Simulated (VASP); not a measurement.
# BN (P4_2/mnm) in VASP: notebook

BN is run at these levels: PBEsol; tasks: single point.

Everything below comes from runs of VASP 6.6.1. Logs are shortened: lines on timing, memory, paths and dates and some standing lists are left out, and cuts for length are marked.

### Step 1. The cell of the first run

Symmetry: P4_2/mnm, No. 136, tetragonal system. The conventional cell has a = 4.530 Å, b = 4.530 Å, c = 2.690 Å, α = 90.00°, β = 90.00°, γ = 90.00°. Within 2.1 Å of B (site symmetry m2m) lie 4 N at 1.61 to 1.64 Å. N (site symmetry m2m) has 4 B at 1.61 to 1.64 Å within 2.1 Å.

### Step 2. Single point, PBEsol

INCAR reads:

```
SYSTEM = BN
  ALGO = Normal
  EDIFF = 1E-6
  ENCUT = 520
  GGA = PS
  ISIF = 2
  ISMEAR = 0
  LASPH = .True.
  LCHARG = .False.
  LREAL = .False.
  LWAVE = .False.
  NBANDS = 26
  NELM = 60
  PREC = Accurate
  SIGMA = 0.05
```

KPOINTS reads:

```
k-points
0
Gamma
  6 6 10
  0 0 0
```

POSCAR reads:

```
BN
1.0
    4.5302000000      0.0000000000      0.0000000000
    0.0000000000      4.5302000000      0.0000000000
    0.0000000000      0.0000000000      2.6903000000
B N
4 4
Direct
    0.1741337327      0.8258662673      0.5000000000
    0.3258662673      0.3258662673      0.0000000000
    0.6741337327      0.6741337327      0.0000000000
    0.8258662673      0.1741337327      0.5000000000
    0.8123909516      0.8123909516      0.5000000000
    0.3123909516      0.6876090484      0.0000000000
    0.6876090484      0.3123909516      0.0000000000
    0.1876090484      0.1876090484      0.5000000000
```

Potentials or basis: VASP PAW PBE potentials, release 64 (B, N).

Started as:

```console
$ cat potpaw_PBE.64/B/POTCAR potpaw_PBE.64/N/POTCAR > POTCAR
$ mpirun -np 1 vasp_std > vasp.out
```

OUTCAR:

```text
SYSTEM = BN
   EDIFF = 1E-6
   ENCUT = 520
   GGA = PS
   ISIF = 2
   ISMEAR = 0
   LASPH = .True.
   LREAL = .False.
   NELM = 60
   PREC = Accurate

 ion  position               nearest neighbor table
   1  0.174  0.826  0.500-   6 1.61   6 1.61   8 1.64   5 1.64
   2  0.326  0.326  0.000-   8 1.61   8 1.61   6 1.64   7 1.64
   3  0.674  0.674  0.000-   5 1.61   5 1.61   7 1.64   6 1.64
   4  0.826  0.174  0.500-   7 1.61   7 1.61   8 1.64   5 1.64
   5  0.812  0.812  0.500-   3 1.61   3 1.61   4 1.64   1 1.64
   6  0.312  0.688  0.000-   1 1.61   1 1.61   3 1.64   2 1.64
   7  0.688  0.312  0.000-   4 1.61   4 1.61   2 1.64   3 1.64
   8  0.188  0.188  0.500-   2 1.61   2 1.61   4 1.64   1 1.64

  LATTYP: Found a simple tetragonal cell.
 ALAT       =     4.5302000000
 C/A-ratio  =     0.5938589908

  Lattice vectors:

 A1 = (   4.5302000000,   0.0000000000,   0.0000000000)
 A2 = (   0.0000000000,   4.5302000000,   0.0000000000)
 A3 = (   0.0000000000,   0.0000000000,   2.6903000000)

Analysis of symmetry for initial positions (statically):
=====================================================================
 Subroutine PRICEL returns:
 Original cell was already a primitive cell.

 Routine SETGRP: Setting up the symmetry group for a
 simple tetragonal supercell.

 Subroutine GETGRP returns: Found 16 space group operations
 (whereof  8 operations were pure point group operations)
 out of a pool of 16 trial point group operations.

The static configuration has the point symmetry D_2h.
 The point group associated with its full space group is D_4h.

Analysis of symmetry for dynamics (positions and initial velocities):
=====================================================================
 Subroutine PRICEL returns:
 Original cell was already a primitive cell.

 Routine SETGRP: Setting up the symmetry group for a
 simple tetragonal supercell.

 Subroutine GETGRP returns: Found 16 space group operations
 (whereof  8 operations were pure point group operations)
 out of a pool of 16 trial point group operations.

The dynamic configuration has the point symmetry D_2h.
 The point group associated with its full space group is D_4h.

 Subroutine INISYM returns: Found 16 space group operations
 (whereof  8 operations are pure point group operations),
 and found     1 'primitive' translations

----------------------------------------------------------------------------------------
[... 105 lines left out ...]
   EDIFF  = 0.1E-05   stopping-criterion for ELM
   LREAL  =      F    real-space projection
   EDIFFG = 0.1E-04   stopping-criterion for IOM
   NSW    =      0    number of steps for IOM
   IBRION =     -1    ionic relax: 0-MD 1-quasi-New 2-CG
   NFREE  =      0    steps in history (QN), initial steepest desc. (CG)
   ISIF   =      2    stress and relaxation
   ISYM   =      2    0-nonsym 1-usesym 2-fastsym
   POTIM  = 0.5000    time-step for ionic-motion
   TEBEG  =    0.0;   TEEND  =   0.0 temperature during run
   PSTRESS=    0.0 pullay stress
   NELECT =      32.0000    total number of electrons
   NUPDOWN=      -1.0000    fix difference up-down
   EMIN   =  10.00;   EMAX   =-10.00  energy-range for DOS
   EFERMI =   0.00;   METHOD = LEGACY
   ISMEAR =     0;   SIGMA  =   0.05  broadening in eV -4-tet -1-fermi 0-gaus
   EFERMI_NEDOS =   21; number of points for ismear=-14 and -15
   IALGO  =     38    algorithm
   IMIX   =      4    mixing-type and parameters
     AMIX     =   0.40;   BMIX     =  1.00
     AMIX_MAG =   1.60;   BMIX_MAG =  1.00
  volume/ion in A,a.u.               =       6.90        46.57
  Fermi-wavevector in a.u.,A,eV,Ry     =   1.364938  2.579359 25.348421  1.863056
  Thomas-Fermi vector in A             =   2.491210
   LORBIT       =      0    0 simple, 1 ext, 2 COOP (PROOUT), +10 PAW based schemes
   GGA     = PS    functional components
   LHFCALC =     F    Hartree Fock is set to
   AEXX    =    0.0000 exact exchange contribution
   IVDW    =     0    specifies the selected vdW correction
   LEPSILON=     F    determine dielectric tensor
   LRPA    =     F    only Hartree local field effects (RPA)
 non-spin polarized calculation
 Gauss-broadening in eV      SIGMA  =   0.05
  energy-cutoff  :      520.00
  volume of cell :       55.21
 maximum number of plane-waves:      1506
 NGX is ok and might be reduce to    36

 number of electron      31.9999989 magnetization

 Free energy of the ion-electron system (eV)
  ---------------------------------------------------
  ext. energy  EPLUGINS =         0.00000000
  ---------------------------------------------------
  free energy    TOTEN  =       -71.70107973 eV

  energy without entropy =      -71.70107973  energy(sigma->0) =      -71.70107973

 E-fermi :   5.9234     XC(G=0): -12.1754

 val. band max:        5.6854144073   @ k =   0.0000   0.0000   0.0000
 cond. band min:      10.3120672666   @ k =   0.0000   0.0000   0.3000
 fundamental gap:      4.6266528592
 Fermi energy:         5.9233976818

 k-point     1 :       0.0000    0.0000    0.0000
  band No.  band energies     occupation
      1     -13.3328      2.00000
      2      -9.6048      2.00000
      3      -9.6048      2.00000
      4      -9.3899      2.00000
      5      -3.4747      2.00000
      6      -2.6319      2.00000
[... 685 lines left out ...]
     25      16.7042      0.00000
     26      16.7481      0.00000

 [... further k-points ...]
[... 5 lines left out ...]
  --------------------------------------------------------------------------------------
  -------------------------------------------------------------------------------------
  Total       -9.2986335     -9.2986335    -17.1284649      0.0000000      0.0000000      0.0000000
  in kB     -269.8324955   -269.8324955   -497.0425401      0.0000000      0.0000000      0.0000000
  external PRESSURE =    -345.5691771 kB  Pullay stress =       0.0000000 kB

 VOLUME and BASIS-vectors are now :
 -----------------------------------------------------------------------------
  energy-cutoff  :      520.00
  volume of cell :       55.21
      direct lattice vectors                 reciprocal lattice vectors
     4.530200000  0.000000000  0.000000000     0.220740806  0.000000000  0.000000000
     0.000000000  4.530200000  0.000000000     0.000000000  0.220740806  0.000000000
     0.000000000  0.000000000  2.690300000     0.000000000  0.000000000  0.371705758

 POSITION                                       TOTAL-FORCE (eV/Angst)
 -----------------------------------------------------------------------------------
      0.78886      3.74134      1.34515        -0.005340      0.005340      0.000000
      1.47624      1.47624      0.00000         0.005340      0.005340      0.000000
      3.05396      3.05396      0.00000        -0.005340     -0.005340      0.000000
      3.74134      0.78886      1.34515         0.005340     -0.005340      0.000000
      3.68029      3.68029      1.34515         0.068654      0.068654      0.000000
      1.41519      3.11501      0.00000         0.068654     -0.068654      0.000000
      3.11501      1.41519      0.00000        -0.068654      0.068654      0.000000
      0.84991      0.84991      1.34515        -0.068654     -0.068654      0.000000
 -----------------------------------------------------------------------------------
    total drift:                                0.000000     -0.000000      0.000000

  FREE ENERGIE OF THE ION-ELECTRON SYSTEM (eV)
  ---------------------------------------------------
  free  energy   TOTEN  =       -71.7010797267 eV

  energy  without entropy=      -71.7010797267  energy(sigma->0) =      -71.70107973
```

OSZICAR:

```text
N       E                     dE             d eps       ncg     rms          rms(c)
DAV:   1     0.102271980594E+03    0.10227E+03   -0.16433E+04  3120   0.118E+03
DAV:   2    -0.682539863951E+02   -0.17053E+03   -0.16067E+03  4246   0.267E+02
DAV:   3    -0.750716598882E+02   -0.68177E+01   -0.67744E+01  4304   0.500E+01
DAV:   4    -0.751254274638E+02   -0.53768E-01   -0.53693E-01  3854   0.474E+00
DAV:   5    -0.751261819505E+02   -0.75449E-03   -0.75416E-03  4220   0.534E-01    0.121E+01
DAV:   6    -0.719740108551E+02    0.31522E+01   -0.82959E+00  4004   0.160E+01    0.559E+00
DAV:   7    -0.717729228834E+02    0.20109E+00   -0.42825E-01  3912   0.393E+00    0.354E+00
DAV:   8    -0.717038371842E+02    0.69086E-01   -0.12816E-01  3616   0.205E+00    0.378E-01
DAV:   9    -0.717007884593E+02    0.30487E-02   -0.78171E-03  3952   0.591E-01    0.140E-01
DAV:  10    -0.717010686031E+02   -0.28014E-03   -0.94687E-04  3874   0.183E-01    0.427E-02
DAV:  11    -0.717010744407E+02   -0.58376E-05   -0.12354E-04  3974   0.686E-02    0.151E-02
DAV:  12    -0.717010792870E+02   -0.48463E-05   -0.11476E-05  3966   0.237E-02    0.493E-03
DAV:  13    -0.717010797267E+02   -0.43970E-06   -0.20298E-06  2962   0.969E-03
   1 F= -.71701080E+02 E0= -.71701080E+02  d E =-.227214E-13
```

Wall time 68 s (1 thread of Intel Xeon Platinum 8488C (Sapphire Rapids), shared host); peak memory 0.2 GiB.

Results:

```
Free energy            : -71.7011 eV
Pressure               : -34.6 GPa
Largest force          : 0.097 eV/Å
Band gap on the k mesh : 4.63 eV (least direct gap 5.58 eV)
```

Forces in eV/Å, atoms in the order of the input:
```
B   -0.005  0.005  0.000
B    0.005  0.005  0.000
B   -0.005 -0.005  0.000
B    0.005 -0.005  0.000
N    0.069  0.069  0.000
N    0.069 -0.069  0.000
N   -0.069  0.069  0.000
N   -0.069 -0.069  0.000
```

Stress tensor (GPa, compression positive):
```
-26.98   0.00   0.00
  0.00 -26.98   0.00
  0.00   0.00 -49.70
```

Caveat: the cell stands under tension; the PAW data sets were made with another functional, which shifts forces and pressure a little. A k mesh can miss the band edges.

### Step 3. Single point, PBEsol

This run uses another cell than the first one, of the same volume but with other edges.

INCAR reads:

```
SYSTEM = BN
ALGO = Normal ; EDIFF = 1E-6
ENCUT = 520 ; GGA = PS
ISIF = 2 ; ISMEAR = 0
LASPH = .True. ; LCHARG = .False.
LREAL = .False. ; LWAVE = .False.
NBANDS = 26 ; NELM = 80
PREC = Accurate ; SIGMA = 0.05
```

KPOINTS is that of step 2.

Changes to POSCAR since step 2:

```diff
@@ -2,5 +2,5 @@
 1.0
-    4.5302000000      0.0000000000      0.0000000000
-    0.0000000000      4.5302000000      0.0000000000
-    0.0000000000      0.0000000000      2.6903000000
+    4.4642000000      0.0000000000      0.0000000000
+    0.0000000000      4.4642000000      0.0000000000
+    0.0000000000      0.0000000000      2.7665000000
 B N
```

Potentials or basis: VASP PAW PBE potentials, release 64 (B, N).

Started as:

```console
$ cat potpaw_PBE.64/B/POTCAR potpaw_PBE.64/N/POTCAR > POTCAR
$ mpirun -np 1 vasp_std > vasp.out
```

Wall time 85 s (1 thread of Intel Xeon Platinum 8488C (Sapphire Rapids), shared host); peak memory 0.21 GiB.

It converged, with:

```
Free energy            : -71.3685 eV
Pressure               : -33.9 GPa
Largest force          : 0.136 eV/Å
Band gap on the k mesh : 4.58 eV (least direct gap 4.72 eV)
```

Forces on the atoms (eV/Å):
```
B   -0.052  0.052  0.000
B    0.052  0.052  0.000
B   -0.052 -0.052  0.000
B    0.052 -0.052  0.000
N   -0.096 -0.096  0.000
N   -0.096  0.096  0.000
N    0.096 -0.096  0.000
N    0.096  0.096  0.000
```

Stress tensor (GPa, compression positive):
```
-17.81   0.00   0.00
  0.00 -17.81   0.00
  0.00   0.00 -66.22
```

Levels at points of the mesh, in eV from the valence-band top:
| k point | band 14 | band 15 | band 16 | band 17 | band 18 | band 19 |
| --- | --- | --- | --- | --- | --- | --- |
| (0.00, 0.00, 0.00) | -0.65 | 0.00 | 0.00 | 4.72 | 6.08 | 7.54 |
| (0.50, 0.00, 0.00) | -1.71 | -1.32 | -1.32 | 5.90 | 5.90 | 7.37 |
| (0.50, 0.50, 0.00) | -2.82 | -2.06 | -2.06 | 6.27 | 6.27 | 6.78 |
| (0.00, 0.00, 0.50) | -3.76 | -3.24 | -3.24 | 6.13 | 6.13 | 9.84 |
| (0.50, 0.00, 0.50) | -3.50 | -1.78 | -1.78 | 6.44 | 6.44 | 8.39 |
| (0.50, 0.50, 0.50) | -2.97 | -2.21 | -2.21 | 5.83 | 5.83 | 6.56 |

Caveat: the cell stands under tension; the PAW data sets were made with another functional, which shifts forces and pressure a little. A k mesh can miss the band edges.
